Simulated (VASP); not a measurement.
# Ca3Y (I4/mmm) in VASP: further runs

Ca3Y is run at these levels: LDA; tasks: single point.

Program: VASP 6.6.1. These are calculated values, not measurements. Logs are shortened: lines on timing, memory, paths and dates and some standing lists are left out, and cuts for length are marked.

## Step 1: The cell of the first run

The structure is tetragonal, space group I4/mmm (No. 139). Conventional cell: a = 5.241 Å, b = 5.241 Å, c = 10.624 Å, α = 90.00°, β = 90.00°, γ = 90.00°. Within 4.9 Å of Ca (site symmetry -4m2) lie 8 Ca at 3.71 to 3.73 Å and 4 Y at 3.73 Å. Within 4.9 Å of Ca (site symmetry 4/mmm) lie 4 Y at 3.71 Å and 8 Ca at 3.73 Å. Within 4.9 Å of Y (site symmetry 4/mmm) lie 12 Ca at 3.71 to 3.73 Å.

## Step 2: Single point, LDA

Input file INCAR:

```
SYSTEM = Ca3Y
  PREC = Accurate
  ENCUT = 520
  EDIFF = 1E-7
  ISMEAR = 1
  SIGMA = 0.1
  LREAL = .False.
  LASPH = .True.
  NELM = 100
  ALGO = Normal
  ISIF = 2
  LWAVE = .False.
  LCHARG = .False.
  GGA = CA
  NBANDS = 28
```

Input file KPOINTS:

```
regular mesh
0
Gamma
  6 6 6
  0 0 0
```

Input file POSCAR:

```
Ca3Y
1.0
   -2.6203945273      2.6203945273      5.3122490460
    2.6203945273     -2.6203945273      5.3122490460
    2.6203945273      2.6203945273     -5.3122490460
Ca Y
3 1
Direct
    0.7500000000      0.2500000000      0.5000000000
    0.2500000000      0.7500000000      0.5000000000
    0.5000000000      0.5000000000      0.0000000000
    0.0000000000      0.0000000000      0.0000000000
```

Potentials or basis: VASP PAW LDA potentials, release 64 (Ca_sv, Y_sv).

On the command line:

```bash
$ cat potpaw_LDA.64/Ca_sv/POTCAR potpaw_LDA.64/Y_sv/POTCAR > POTCAR
$ mpirun -np 1 vasp_std > vasp.out
```

OUTCAR:

```text
SYSTEM = Ca3Y
   PREC = Accurate
   ENCUT = 520
   EDIFF = 1E-7
   ISMEAR = 1
   LREAL = .False.
   LASPH = .True.
   NELM = 100
   ISIF = 2
   GGA = CA

 ion  position               nearest neighbor table
   1  0.750  0.250  0.500-   4 3.73   4 3.73   4 3.73   4 3.73
   2  0.250  0.750  0.500-   4 3.73   4 3.73   4 3.73   4 3.73
   3  0.500  0.500  0.000-   4 3.71   4 3.71   4 3.71   4 3.71
   4  0.000  0.000  0.000-   3 3.71   3 3.71   3 3.71   3 3.71   2 3.73   1 3.73   2 3.73   2 3.73
                             1 3.73   1 3.73   2 3.73   1 3.73

  LATTYP: Found a body centered tetragonal cell.
 ALAT       =     5.2407890546
 C/A-ratio  =     2.0272706994

  Lattice vectors:

 A1 = (  -2.6203945273,   2.6203945273,   5.3122490460)
 A2 = (   2.6203945273,  -2.6203945273,   5.3122490460)
 A3 = (   2.6203945273,   2.6203945273,  -5.3122490460)

Analysis of symmetry for initial positions (statically):
=====================================================================
 Subroutine PRICEL returns:
 Original cell was already a primitive cell.

 Routine SETGRP: Setting up the symmetry group for a
 body centered tetragonal supercell.

 Subroutine GETGRP returns: Found 16 space group operations
 (whereof 16 operations were pure point group operations)
 out of a pool of 16 trial point group operations.

The static configuration has the point symmetry D_4h.

Analysis of symmetry for dynamics (positions and initial velocities):
=====================================================================
 Subroutine PRICEL returns:
 Original cell was already a primitive cell.

 Routine SETGRP: Setting up the symmetry group for a
 body centered tetragonal supercell.

 Subroutine GETGRP returns: Found 16 space group operations
 (whereof 16 operations were pure point group operations)
 out of a pool of 16 trial point group operations.

The dynamic configuration has the point symmetry D_4h.

 Subroutine INISYM returns: Found 16 space group operations
 (whereof 16 operations are pure point group operations),
 and found     1 'primitive' translations

----------------------------------------------------------------------------------------

                                     Primitive cell

  volume of cell :     145.9055

  direct lattice vectors                    reciprocal lattice vectors
    -2.620394527  2.620394527  5.312249046     0.000000000  0.190810962  0.094122093
     2.620394527 -2.620394527  5.312249046     0.190810962  0.000000000  0.094122093
     2.620394527  2.620394527 -5.312249046     0.190810962  0.190810962  0.000000000

  length of vectors
     6.477107756  6.477107756  6.477107756     0.212762289  0.212762289  0.269847450

  position of ions in fractional coordinates (direct lattice)
     0.750000000  0.250000000  0.500000000
     0.250000000  0.750000000  0.500000000
     0.500000000  0.500000000  0.000000000
     0.000000000  0.000000000  0.000000000

  ion indices of the primitive-cell ions
   primitive index   ion index
                 1           1
                 2           2
                 3           3
                 4           4

----------------------------------------------------------------------------------------

 KPOINTS: regular mesh

Automatic generation of k-mesh.
 Grid dimensions read from file:
 generate k-points for:    6    6    6

 Generating k-lattice:

  Cartesian coordinates                     Fractional coordinates (reciprocal lattice)
     0.000000000  0.031801827  0.015687016     0.166666667 -0.000000000  0.000000000
     0.031801827  0.000000000  0.015687016    -0.000000000  0.166666667  0.000000000
     0.031801827  0.031801827  0.000000000     0.000000000  0.000000000  0.166666667

  Length of vectors
     0.035460381  0.035460381  0.044974575

  Shift w.r.t. Gamma in fractional coordinates (k-lattice)
     0.000000000  0.000000000  0.000000000

 Subroutine IBZKPT returns following result:
 ===========================================

 Found     30 irreducible k-points:

 Following reciprocal coordinates:
            Coordinates               Weight
  0.000000  0.000000  0.000000      1.000000
  0.166667  0.000000  0.000000      8.000000
  0.333333  0.000000  0.000000      8.000000
  0.500000  0.000000  0.000000      4.000000
  0.166667  0.166667  0.000000      8.000000
  0.333333  0.166667  0.000000     16.000000
[... 16 lines left out ...]
 -0.333333 -0.333333  0.166667      8.000000
 -0.166667 -0.333333  0.166667      8.000000
 [... further k-points ...]
   k-points           NKPTS =     30   k-points in BZ     NKDIM =     30   number of bands    NBANDS=     28
   number of dos      NEDOS =    301   number of ions     NIONS =      4
   total plane-waves  NPLWV = 110592
   dimension x,y,z NGX =    48 NGY =   48 NGZ =   48
   dimension x,y,z NGXF=    96 NGYF=   96 NGZF=   96
   ions per type =               3   1
   NGX,Y,Z   is equivalent  to a cutoff of  12.32, 12.32, 12.32 a.u.
   NGXF,Y,Z  is equivalent  to a cutoff of  24.64, 24.64, 24.64 a.u.
 SYSTEM =  Ca3Y
   PREC   = accura    normal or accurate (medium, high low for compatibility)
   ISTART =      0    job   : 0-new  1-cont  2-samecut
   ICHARG =      2    charge: 1-file 2-atom 10-const
   ISPIN  =      1    spin polarized calculation?
   LNONCOLLINEAR =      F non collinear calculations
   LSORBIT =      F    spin-orbit coupling
   LASPH  =      T    aspherical Exc in radial PAW
   ENCUT  =  520.0 eV  38.22 Ry    6.18 a.u.  12.04 12.04 12.04*2*pi/ulx,y,z
   NELM   =    100;   NELMIN=  2; NELMDL= -5     # of ELM steps
   EDIFF  = 0.1E-06   stopping-criterion for ELM
   LREAL  =      F    real-space projection
   EDIFFG = 0.1E-05   stopping-criterion for IOM
   NSW    =      0    number of steps for IOM
   IBRION =     -1    ionic relax: 0-MD 1-quasi-New 2-CG
   NFREE  =      0    steps in history (QN), initial steepest desc. (CG)
   ISIF   =      2    stress and relaxation
   ISYM   =      2    0-nonsym 1-usesym 2-fastsym
   POTIM  = 0.5000    time-step for ionic-motion
   TEBEG  =    0.0;   TEEND  =   0.0 temperature during run
   PSTRESS=    0.0 pullay stress
   NELECT =      41.0000    total number of electrons
   NUPDOWN=      -1.0000    fix difference up-down
   EMIN   =  10.00;   EMAX   =-10.00  energy-range for DOS
   EFERMI =   0.00;   METHOD = LEGACY
   ISMEAR =     1;   SIGMA  =   0.10  broadening in eV -4-tet -1-fermi 0-gaus
   EFERMI_NEDOS =   21; number of points for ismear=-14 and -15
   IALGO  =     38    algorithm
   IMIX   =      4    mixing-type and parameters
     AMIX     =   0.40;   BMIX     =  1.00
     AMIX_MAG =   1.60;   BMIX_MAG =  1.00
  volume/ion in A,a.u.               =      36.48       246.15
  Fermi-wavevector in a.u.,A,eV,Ry     =   1.072290  2.026334 15.644053  1.149805
  Thomas-Fermi vector in A             =   2.208056
   LORBIT       =      0    0 simple, 1 ext, 2 COOP (PROOUT), +10 PAW based schemes
   GGA     = CA    functional components
   LHFCALC =     F    Hartree Fock is set to
   AEXX    =    0.0000 exact exchange contribution
   IVDW    =     0    specifies the selected vdW correction
   LEPSILON=     F    determine dielectric tensor
   LRPA    =     F    only Hartree local field effects (RPA)
 non-spin polarized calculation
 Methfessel and Paxton  Order N= 1 SIGMA  =   0.10
  energy-cutoff  :      520.00
  volume of cell :      145.91
 maximum number of plane-waves:      3950
   NGX = 25   NGY = 25   NGZ = 25

 number of electron      40.9999998 magnetization

 Free energy of the ion-electron system (eV)
  ---------------------------------------------------
  ext. energy  EPLUGINS =         0.00000000
  ---------------------------------------------------
  free energy    TOTEN  =       -13.00677307 eV

  energy without entropy =      -13.00841933  energy(sigma->0) =      -13.00732182

 E-fermi :   2.4170     XC(G=0):  -8.6517

 val. band max:        2.4088321787   @ k =  -0.3333   0.3333   0.0000
 cond. band min:       2.4251488201   @ k =  -0.3333  -0.3333   0.3333
 fundamental gap:      0.0163166415
 Fermi energy:         2.4170307931

 k-point     1 :       0.0000    0.0000    0.0000
  band No.  band energies     occupation
      1     -40.8017      2.00000
      2     -38.6740      2.00000
      3     -38.6464      2.00000
      4     -38.6435      2.00000
      5     -20.8912      2.00000
      6     -20.8907      2.00000
[... 20 lines left out ...]
     27       4.5784      0.00000
     28       4.6924      0.00000

 k-point     2 :       0.1667    0.0000    0.0000
  band No.  band energies     occupation
      1     -40.8016      2.00000
      2     -38.6718      2.00000
      3     -38.6477      2.00000
      4     -38.6443      2.00000
      5     -20.8914      2.00000
      6     -20.8899      2.00000
[... 20 lines left out ...]
     27       4.4228      0.00000
     28       4.7454      0.00000

 k-point     3 :       0.3333    0.0000    0.0000
  band No.  band energies     occupation
      1     -40.8015      2.00000
      2     -38.6663      2.00000
      3     -38.6517      2.00000
      4     -38.6458      2.00000
      5     -20.8924      2.00000
      6     -20.8874      2.00000
[... 20 lines left out ...]
     27       3.9327     -0.00000
     28       4.8162      0.00000

 k-point     4 :       0.5000    0.0000    0.0000
  band No.  band energies     occupation
      1     -40.8015      2.00000
      2     -38.6609      2.00000
      3     -38.6565      2.00000
      4     -38.6466      2.00000
      5     -20.8929      2.00000
      6     -20.8862      2.00000
[... 578 lines left out ...]
     27       3.7813     -0.00000
     28       4.5067      0.00000

 k-point    23 :      -0.3333   -0.3333    0.1667
  band No.  band energies     occupation
      1     -40.8015      2.00000
      2     -38.6662      2.00000
      3     -38.6489      2.00000
      4     -38.6488      2.00000
      5     -20.8943      2.00000
      6     -20.8903      2.00000
[... 20 lines left out ...]
     27       3.8721     -0.00000
     28       4.7470      0.00000

 k-point    24 :      -0.1667   -0.3333    0.1667
  band No.  band energies     occupation
      1     -40.8016      2.00000
      2     -38.6693      2.00000
      3     -38.6480      2.00000
      4     -38.6466      2.00000
      5     -20.8924      2.00000
      6     -20.8908      2.00000
[... 20 lines left out ...]
     27       4.0938     -0.00000
     28       4.8274      0.00000

 [... further k-points ...]

------------------------ aborting loop because EDIFF is reached ----------------------------------------

  FORCE on cell =-STRESS in cart. coord.  units (eV):
  Direction    XX          YY          ZZ          XY          YZ          ZX
  --------------------------------------------------------------------------------------
  -------------------------------------------------------------------------------------
  Total       -0.6269409     -0.6269409     -0.7530086      0.0000000     -0.0000000      0.0000000
  in kB       -6.8843889     -6.8843889     -8.2687282      0.0000000     -0.0000000      0.0000000
  external PRESSURE =      -7.3458353 kB  Pullay stress =       0.0000000 kB

 VOLUME and BASIS-vectors are now :
 -----------------------------------------------------------------------------
  energy-cutoff  :      520.00
  volume of cell :      145.91
      direct lattice vectors                 reciprocal lattice vectors
    -2.620394527  2.620394527  5.312249046     0.000000000  0.190810962  0.094122093
     2.620394527 -2.620394527  5.312249046     0.190810962  0.000000000  0.094122093
     2.620394527  2.620394527 -5.312249046     0.190810962  0.190810962  0.000000000

 POSITION                                       TOTAL-FORCE (eV/Angst)
 -----------------------------------------------------------------------------------
      0.00000      2.62039      2.65612        -0.000000     -0.000000     -0.000000
      2.62039      0.00000      2.65612         0.000000      0.000000      0.000000
      0.00000      0.00000      5.31225         0.000000     -0.000000      0.000000
      0.00000      0.00000      0.00000         0.000000     -0.000000      0.000000
 -----------------------------------------------------------------------------------
    total drift:                                0.000000     -0.000000      0.000000

  FREE ENERGIE OF THE ION-ELECTRON SYSTEM (eV)
  ---------------------------------------------------
  free  energy   TOTEN  =       -13.0067730704 eV

  energy  without entropy=      -13.0084193258  energy(sigma->0) =      -13.00732182
```

Run time: 4.6 min. Hardware: 1 thread of Oxide Virtual Turin-like, shared host; peak memory 0.3 GiB.

Results:

- Free energy: -13.0068 eV
- Pressure: -0.7 GPa
- Band gap on the k mesh: zero (an odd number of electrons rules out a gap without spin polarisation)

## Step 3: Single point, LDA

This run uses another cell than the first one, of 37.53 Å³/atom.

Input file INCAR:

```
PREC = Accurate
ENCUT = 520
EDIFF = 1E-7
ISMEAR = 1
SIGMA = 0.1
LREAL = F
LASPH = T
NELM = 80
ALGO = Normal
ISIF = 2
LWAVE = F
LCHARG = F
NBANDS = 28
```

Input file KPOINTS:

```
regular mesh
0
Gamma
  6 6 6
```

Input file POSCAR:

```
Ca3Y
1.0
   -2.6454715967      2.6454715967      5.3630870540
    2.6454715967     -2.6454715967      5.3630870540
    2.6454715967      2.6454715967     -5.3630870540
Ca Y
3 1
Direct
    0.7500000000      0.2500000000      0.5000000000
    0.2500000000      0.7500000000      0.5000000000
    0.5000000000      0.5000000000      0.0000000000
    0.0000000000      0.0000000000      0.0000000000
```

Potentials or basis: VASP PAW LDA potentials, release 64 (Ca_sv, Y_sv).

On the command line:

```bash
$ cat potpaw_LDA.64/Ca_sv/POTCAR potpaw_LDA.64/Y_sv/POTCAR > POTCAR
$ mpirun -np 1 vasp_std > vasp.out
```

It took 6.3 min on 1 thread of Oxide Virtual Turin-like, shared host; peak memory 0.32 GiB.

The run converged. Its results:

| Item | Value |
| --- | --- |
| Free energy | -12.9806 eV |
| Pressure | -1.3 GPa |
| Band gap on the k mesh | zero (an odd number of electrons rules out a gap without spin polarisation) |

Stress tensor (GPa, compression positive):
```
-1.24  0.00  0.00
 0.00 -1.24  0.00
 0.00  0.00 -1.40
```

Levels at points of the mesh, in eV from the Fermi level:
| k point | band 18 | band 19 | band 20 | band 21 | band 22 | band 23 |
| --- | --- | --- | --- | --- | --- | --- |
| (0.00, 0.00, 0.00) | -0.95 | -0.43 | 0.01 | 0.15 | 0.21 | 0.21 |
| (0.50, 0.00, 0.00) | -2.35 | -0.71 | -0.32 | 0.12 | 0.28 | 0.47 |
| (0.50, 0.50, 0.00) | -1.42 | -1.37 | -1.35 | 0.05 | 0.09 | 0.31 |
| (0.50, 0.50, 0.50) | -2.73 | -1.02 | -0.80 | -0.01 | -0.01 | 0.51 |

(Part 1 of 2 ends here.)

The gap in the log of VASP goes by the Fermi energy; the results here count the filled bands.